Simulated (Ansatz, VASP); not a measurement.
Mo in VASP and in Ansatz

```xyz
1
Lattice="2.8313 0.0000 0.0000 -1.4156 2.4520 0.0000 0.0000 0.0000 2.6099" Properties=species:S:1:pos:R:3 pbc="T T T"
Mo    0.0000    0.0000    1.3050
```

Change from the starting cell: strain +0.030 along x and y, +0.030 along z, atoms carried along.

Alike in both runs: task single point; functional r2SCAN; k mesh 24 × 24 × 24; occupations gaussian, width 0.15 eV; no spin polarisation.

|  | VASP | Ansatz |
| --- | --- | --- |
| version | VASP 6.6.1 | Ansatz 0.2.0 |
| potentials or method | VASP PAW PBE potentials, release 64 (Mo_sv), cutoff 520 eV | scalar-relativistic, plane waves, PAW |
| valence electrons in the cell | 14 | 14 |

|  | VASP | Ansatz | Ansatz less VASP |
| --- | --- | --- | --- |
| gap on the k mesh at the Fermi level (eV) | none | none | - |
| pressure (GPa) | -15.3 | -16.1 | -0.72 |
| traceless stress, the component that is largest in VASP (GPa) | -0.15 | -0.32 | -0.171 |

VASP's potentials were made for PBE, not for r2SCAN. A gap of «none» marks a metal or a gap that the smearing closes.
